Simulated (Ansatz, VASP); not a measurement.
**Two plane-wave programs on Sn4H**

```
Sn H
1.0
    -3.10729    3.10729    3.10729
     3.10729   -3.10729    3.10729
     3.10729    3.10729   -3.10729
Sn H
4 1
Direct
  0.50000 0.50000 0.50000
  0.50000 0.00000 0.00000
  0.00000 0.00000 0.50000
  0.00000 0.50000 0.00000
  0.00000 0.00000 0.00000
```

Change from the starting cell: species swapped into the Hg4Pt type (Im-3m, No. 229).

Alike in both runs: functional PBE; k mesh 10 × 10 × 10; occupations gaussian, width 0.1 eV; no spin polarisation.

Ansatz relaxed the structure, and its values are those at the end. VASP's run is a single point on that final structure, the one shown.

```csv
,VASP,Ansatz
version,VASP 6.6.1,Ansatz 0.2.0
potentials or method,"VASP PAW PBE potentials, release 64 (Sn_d, H), cutoff 520 eV","scalar-relativistic, plane waves, PAW"
valence electrons in the cell,57,57
```

```tsv
	VASP	Ansatz	Ansatz less VASP
gap on the k mesh at the Fermi level (eV)	none	none	-
pressure (GPa)	-0.1	0.0	+0.06
```

A gap of «none» marks a metal or a gap that the smearing closes.
